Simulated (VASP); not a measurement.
# GeMo2 (I4/mcm) in VASP: further runs

The runs below take GeMo2 through single point, with PBE.

Program: VASP 6.6.1. These are calculated values, not measurements. Logs are shortened: lines on timing, memory, paths and dates and some standing lists are left out, and cuts for length are marked.

### Step 1. The cell of the first run

It takes space group I4/mcm (No. 140, tetragonal). Conventional cell: a = 6.068 Å, b = 6.068 Å, c = 5.071 Å, α = 90.00°, β = 90.00°, γ = 90.00°. Within 3.3 Å of Ge (site symmetry 422) lie 2 Ge at 2.54 Å and 8 Mo at 2.64 Å. Within 3.3 Å of Mo (site symmetry m2m) lie 11 Mo at 2.52 to 3.28 Å and 4 Ge at 2.64 Å.

### Step 2. Single point, PBE

File INCAR:

```
PREC = Accurate
ENCUT = 520
EDIFF = 1E-6
ISMEAR = 0
SIGMA = 0.1
LREAL = False
LASPH = True
NELM = 80
ALGO = Normal
ISIF = 2
LWAVE = False
LCHARG = True
GGA = PE
LELF = True
LVHAR = True
NBANDS = 51
```

File KPOINTS:

```
Automatic mesh
0
Gamma
  4 4 4
```

File POSCAR:

```
GeMo2
1.0
   -3.0339770902      3.0339770902      2.5355849013
    3.0339770902     -3.0339770902      2.5355849013
    3.0339770902      3.0339770902     -2.5355849013
Ge Mo
2 4
Direct
    0.2500000000      0.2500000000      0.0000000000
    0.7500000000      0.7500000000      0.0000000000
    0.6467675398      0.1467675398      0.7935350796
    0.1467675398      0.3532324602      0.5000000000
    0.3532324602      0.8532324602      0.2064649204
    0.8532324602      0.6467675398      0.5000000000
```

Potentials or basis: VASP PAW PBE potentials, release 64 (Ge_d, Mo_sv).

Launch:

```console
> cat potpaw_PBE.64/Ge_d/POTCAR potpaw_PBE.64/Mo_sv/POTCAR > POTCAR
> mpirun -np 1 vasp_std > vasp.out
```

OUTCAR:

```text
PREC = Accurate
   ENCUT = 520
   EDIFF = 1E-6
   ISMEAR = 0
   LREAL = False
   LASPH = True
   NELM = 80
   ISIF = 2
   GGA = PE

 ion  position               nearest neighbor table
   1  0.250  0.250  0.000-   2 2.54   2 2.54   4 2.64   4 2.64   6 2.64   6 2.64   3 2.64   5 2.64
                             3 2.64   5 2.64
   2  0.750  0.750  0.000-   1 2.54   1 2.54   6 2.64   6 2.64   4 2.64   4 2.64   5 2.64   3 2.64
                             5 2.64   3 2.64
   3  0.647  0.147  0.794-   5 2.52   2 2.64   1 2.64   2 2.64   1 2.64   5 3.09   5 3.09   6 3.10
                             4 3.10   4 3.10   6 3.10   6 3.28   4 3.28   4 3.28   6 3.28
   4  0.147  0.353  0.500-   6 2.52   1 2.64   2 2.64   1 2.64   2 2.64   6 3.09   6 3.09   5 3.10
                             3 3.10   3 3.10   5 3.10   3 3.28   5 3.28   3 3.28   5 3.28
   5  0.353  0.853  0.206-   3 2.52   1 2.64   2 2.64   1 2.64   2 2.64   3 3.09   3 3.09   6 3.10
                             4 3.10   6 3.10   4 3.10   6 3.28   4 3.28   6 3.28   4 3.28
   6  0.853  0.647  0.500-   4 2.52   2 2.64   1 2.64   2 2.64   1 2.64   4 3.09   4 3.09   5 3.10
                             3 3.10   3 3.10   5 3.10   3 3.28   5 3.28   5 3.28   3 3.28

  LATTYP: Found a body centered tetragonal cell.
 ALAT       =     6.0679541804
 C/A-ratio  =     0.8357297455

  Lattice vectors:

 A1 = (  -3.0339770902,   3.0339770902,   2.5355849013)
 A2 = (   3.0339770902,  -3.0339770902,   2.5355849013)
 A3 = (   3.0339770902,   3.0339770902,  -2.5355849013)

Analysis of symmetry for initial positions (statically):
=====================================================================
 Subroutine PRICEL returns:
 Original cell was already a primitive cell.

 Routine SETGRP: Setting up the symmetry group for a
 body centered tetragonal supercell.

 Subroutine GETGRP returns: Found 16 space group operations
 (whereof  8 operations were pure point group operations)
 out of a pool of 16 trial point group operations.

The static configuration has the point symmetry C_4h.
 The point group associated with its full space group is D_4h.

Analysis of symmetry for dynamics (positions and initial velocities):
=====================================================================
 Subroutine PRICEL returns:
 Original cell was already a primitive cell.

 Routine SETGRP: Setting up the symmetry group for a
 body centered tetragonal supercell.

 Subroutine GETGRP returns: Found 16 space group operations
 (whereof  8 operations were pure point group operations)
 out of a pool of 16 trial point group operations.

The dynamic configuration has the point symmetry C_4h.
 The point group associated with its full space group is D_4h.

[... 101 lines left out ...]
   ISYM   =      2    0-nonsym 1-usesym 2-fastsym
   POTIM  = 0.5000    time-step for ionic-motion
   TEBEG  =    0.0;   TEEND  =   0.0 temperature during run
   PSTRESS=    0.0 pullay stress
   NELECT =      84.0000    total number of electrons
   NUPDOWN=      -1.0000    fix difference up-down
   EMIN   =  10.00;   EMAX   =-10.00  energy-range for DOS
   EFERMI =   0.00;   METHOD = LEGACY
   ISMEAR =     0;   SIGMA  =   0.10  broadening in eV -4-tet -1-fermi 0-gaus
   EFERMI_NEDOS =   21; number of points for ismear=-14 and -15
   IALGO  =     38    algorithm
   IMIX   =      4    mixing-type and parameters
     AMIX     =   0.40;   BMIX     =  1.00
     AMIX_MAG =   1.60;   BMIX_MAG =  1.00
  volume/ion in A,a.u.               =      15.56       105.00
  Fermi-wavevector in a.u.,A,eV,Ry     =   1.580448  2.986615 33.984869  2.497817
  Thomas-Fermi vector in A             =   2.680674
   LORBIT       =      0    0 simple, 1 ext, 2 COOP (PROOUT), +10 PAW based schemes
   GGA     = PE    functional components
   LHFCALC =     F    Hartree Fock is set to
   AEXX    =    0.0000 exact exchange contribution
   IVDW    =     0    specifies the selected vdW correction
   LEPSILON=     F    determine dielectric tensor
   LRPA    =     F    only Hartree local field effects (RPA)
 non-spin polarized calculation
 Gauss-broadening in eV      SIGMA  =   0.10
  energy-cutoff  :      520.00
  volume of cell :       93.36
 maximum number of plane-waves:      2537
 NGX is ok and might be reduce to    40
   NGX = 19   NGY = 19   NGZ = 19

 number of electron      84.0000019 magnetization

 Free energy of the ion-electron system (eV)
  ---------------------------------------------------
  ext. energy  EPLUGINS =         0.00000000
  ---------------------------------------------------
  free energy    TOTEN  =       -52.58993320 eV

  energy without entropy =      -52.56818112  energy(sigma->0) =      -52.57905716

 E-fermi :  11.2746     XC(G=0): -13.0269

 val. band max:       11.2738736430   @ k =   0.5000   0.5000  -0.0000
 cond. band min:      11.2861508180   @ k =   0.0000   0.0000   0.0000
 fundamental gap:      0.0122771750
 Fermi energy:        11.2745648905

 k-point     1 :       0.0000    0.0000    0.0000
  band No.  band energies     occupation
      1     -49.7560      2.00000
      2     -49.6828      2.00000
      3     -49.5639      2.00000
      4     -49.5639      2.00000
      5     -24.1631      2.00000
      6     -24.1459      2.00000
[... 691 lines left out ...]
     50      13.7450      0.00000
     51      14.1070      0.00000

------------------------ aborting loop because EDIFF is reached ----------------------------------------

  FORCE on cell =-STRESS in cart. coord.  units (eV):
  Direction    XX          YY          ZZ          XY          YZ          ZX
  --------------------------------------------------------------------------------------
  -------------------------------------------------------------------------------------
  Total        0.3086885      0.3086885      0.1803656      0.0000000      0.0000000     -0.0000000
  in kB        5.2974665      5.2974665      3.0952919      0.0000000      0.0000000     -0.0000000
  external PRESSURE =       4.5634083 kB  Pullay stress =       0.0000000 kB

 VOLUME and BASIS-vectors are now :
 -----------------------------------------------------------------------------
  energy-cutoff  :      520.00
  volume of cell :       93.36
      direct lattice vectors                 reciprocal lattice vectors
    -3.033977090  3.033977090  2.535584901     0.000000000  0.164800190  0.197193160
     3.033977090 -3.033977090  2.535584901     0.164800190  0.000000000  0.197193160
     3.033977090  3.033977090 -2.535584901     0.164800190  0.164800190  0.000000000

 POSITION                                       TOTAL-FORCE (eV/Angst)
 -----------------------------------------------------------------------------------
      0.00000      0.00000      1.26779         0.000000      0.000000     -0.000000
      0.00000      0.00000      3.80338        -0.000000     -0.000000     -0.000000
      0.89058      3.92456      0.00000         0.002650      0.002650      0.000000
      2.14340      0.89058      0.00000        -0.002650      0.002650     -0.000000
      2.14340     -0.89058      2.53558        -0.002650     -0.002650     -0.000000
      0.89058      2.14340      2.53558         0.002650     -0.002650     -0.000000
 -----------------------------------------------------------------------------------
    total drift:                               -0.000000     -0.000000      0.000000

  FREE ENERGIE OF THE ION-ELECTRON SYSTEM (eV)
  ---------------------------------------------------
  free  energy   TOTEN  =       -52.5899332019 eV

  energy  without entropy=      -52.5681811176  energy(sigma->0) =      -52.57905716
```

It took 64 s on 1 thread of AMD EPYC 9R45 (Zen 5), shared host; peak memory 0.22 GiB.

Results:

- Free energy: -52.5899 eV
- Pressure: 0.5 GPa
- Largest force: 0.004 eV/Å
- Band gap on the k mesh: zero (band 42 reaches 11.72 eV, above the bottom of band 43 at 10.68 eV)

Forces on the atoms (eV/Å):
```
Ge   0.000  0.000  0.000
Ge   0.000  0.000  0.000
Mo   0.003  0.003  0.000
Mo  -0.003  0.003  0.000
Mo  -0.003 -0.003  0.000
Mo   0.003 -0.003  0.000
```

Caveat: the k points lie up to 0.40 Å⁻¹ apart.

### Step 3. Single point, PBE

This run uses another cell than the first one, of 23.27 Å³/atom, 1.495 times its volume.

File INCAR:

```
SYSTEM = GeMo2
PREC     = Accurate       ! precision mode
ENCUT    = 520            ! plane-wave cutoff, eV
EDIFF    = 1E-6           ! SCF threshold, eV
ISMEAR   = 0              ! smearing method
SIGMA    = 0.1            ! smearing width, eV
LREAL    = .FALSE.        ! projectors in reciprocal space
LASPH    = .TRUE.         ! aspherical terms in the spheres
NELM     = 80             ! most SCF steps
ALGO     = Normal         ! electronic algorithm
ISIF     = 2              ! what is computed and relaxed
LWAVE    = .FALSE.        ! write WAVECAR
LCHARG   = .FALSE.        ! write CHGCAR
GGA      = PE             ! functional
NBANDS   = 51             ! bands
```

File KPOINTS:

```
regular mesh
0
G
  4 4 4
  0 0 0
```

File POSCAR:

```
GeMo2
1.0
   -3.4148318400      3.4148318400      2.9928580900
    3.4148318400     -3.4148318400      2.9928580900
    3.4148318400      3.4148318400     -2.9928580900
Ge Mo
2 4
Direct
    0.2500000000      0.2500000000      0.0000000000
    0.7500000000      0.7500000000      0.0000000000
    0.6728000000      0.1728000000      0.8456000100
    0.1728000000      0.3272000000      0.5000000000
    0.3272000000      0.8272000000      0.1543999900
    0.8272000000      0.6728000000      0.5000000000
```

Potentials or basis: VASP PAW PBE potentials, release 64 (Ge_d, Mo_sv).

Launch:

```console
> cat potpaw_PBE.64/Ge_d/POTCAR potpaw_PBE.64/Mo_sv/POTCAR > POTCAR
> mpirun -np 1 vasp_std > vasp.out
```

Run time: 88 s. Hardware: 1 thread of AMD EPYC 9R45 (Zen 5), shared host; peak memory 0.25 GiB.

Results (log left out):

```yaml
Free_energy: -45.0943 eV
Pressure: -33.6 GPa
Largest_force: 0.107 eV/Å
Band_gap_on_the_k_mesh: zero (band 42 reaches 6.45 eV, above the bottom of band 43 at 6.07 eV)
```

Forces in eV/Å, atoms in the order of the input:
```
Ge   0.000  0.000  0.000
Ge   0.000  0.000  0.000
Mo   0.076  0.076  0.000
Mo  -0.076  0.076  0.000
Mo  -0.076 -0.076  0.000
Mo   0.076 -0.076  0.000
```

Stress tensor (GPa, compression positive):
```
-34.19   0.00   0.00
  0.00 -34.19   0.00
  0.00   0.00 -32.49
```

Levels at points of the mesh, in eV from the Fermi level:
```csv
k point,band 40,band 41,band 42,band 43,band 44,band 45
"(0.00, 0.00, 0.00)",-0.62,-0.15,0.06,0.12,0.12,0.54
"(0.50, 0.00, 0.00)",-0.86,-0.12,-0.12,0.38,0.38,0.73
"(0.50, 0.50, 0.00)",-0.53,-0.37,-0.12,-0.11,0.00,0.47
"(0.50, 0.50, 0.50)",-0.60,-0.55,-0.12,-0.08,-0.08,-0.01
```

### Step 4. Single point, PBE

File INCAR:

```
PREC     = Accurate       # precision mode
ENCUT    = 520            # plane-wave cutoff, eV
EDIFF    = 1E-6           # SCF threshold, eV
ISMEAR   = 0              # smearing method
SIGMA    = 0.1            # smearing width, eV
LREAL    = F              # projectors in reciprocal space
LASPH    = T              # aspherical terms in the spheres
NELM     = 60             # most SCF steps
ALGO     = Fast           # electronic algorithm
ISIF     = 2              # what is computed and relaxed
LWAVE    = F              # write WAVECAR
LCHARG   = F              # write CHGCAR
GGA      = PE             # functional
NBANDS   = 51             # bands
```

File KPOINTS:

```
Automatic mesh
0
Gamma
  10 10 10
```

File POSCAR:

```
GeMo2
1.0
   -3.0304726780      3.0304726780      2.5381560782
    3.0304726780     -3.0304726780      2.5381560782
    3.0304726780      3.0304726780     -2.5381560782
Ge Mo
2 4
Direct
    0.2500000000      0.2500000000      0.0000000000
    0.7500000000      0.7500000000      0.0000000000
    0.6480776131      0.1480776131      0.7961552263
    0.1480776131      0.3519223869      0.5000000000
    0.3519223869      0.8519223869      0.2038447737
    0.8519223869      0.6480776131      0.5000000000
```

Launch:

```console
> cat potpaw_PBE.64/Ge_d/POTCAR potpaw_PBE.64/Mo_sv/POTCAR > POTCAR
> mpirun -np 1 vasp_std > vasp.out
```

It took 12 min on 1 thread of AMD EPYC 9R45 (Zen 5), shared host; peak memory 0.47 GiB.

Results (log left out):

- Free energy: -52.5235 eV
- Pressure: 0.5 GPa
- Largest force: 0.005 eV/Å
- Band gap on the k mesh: zero (band 42 reaches 11.77 eV, above the bottom of band 43 at 10.56 eV)

Forces in eV/Å, atoms in the order of the input:
```
Ge   0.000  0.000  0.000
Ge   0.000  0.000  0.000
Mo   0.004  0.004  0.000
Mo  -0.004  0.004  0.000
Mo  -0.004 -0.004  0.000
Mo   0.004 -0.004  0.000
```

Stress tensor (GPa, compression positive):
```
0.51 0.00 0.00
0.00 0.51 0.00
0.00 0.00 0.39
```

Levels at points of the mesh, in eV from the Fermi level:
```
           k point  band 40  band 41  band 42  band 43  band 44  band 45
(0.00, 0.00, 0.00)    -0.70     0.01     0.01     0.25     0.84     0.84
(0.50, 0.00, 0.00)    -1.09    -0.50    -0.50     0.60     0.60     1.43
(0.50, 0.50, 0.00)    -1.04    -0.51     0.00     0.44     0.67     1.48
(0.50, 0.50, 0.50)    -1.42    -0.92    -0.57    -0.57    -0.28     1.10
```

### Step 5. Overview

```csv
cell,k mesh,gap on the mesh (eV),pressure (GPa),largest force (eV/Å)
"a = 4.984 Å, angles 105.0, 105.0, 118.8°, 6 atoms",4 × 4 × 4,none,0.5,-
"a = 5.681 Å, angles 106.1, 106.1, 116.4°, 6 atoms",4 × 4 × 4,none,-33.6,0.11
"a = 4.981 Å, angles 105.1, 105.1, 118.7°, 6 atoms",10 × 10 × 10,none,0.5,0.01
```

Alike in all rows: task single point; level PBE; potentials or basis VASP PAW PBE potentials, release 64 (Ge_d, Mo_sv); no spin polarisation; cutoff (eV) 520; smearing gaussian 0.1 eV.

Caveats: some runs use coarse meshes.

Absolute energies hang on the potentials; compare differences alone.
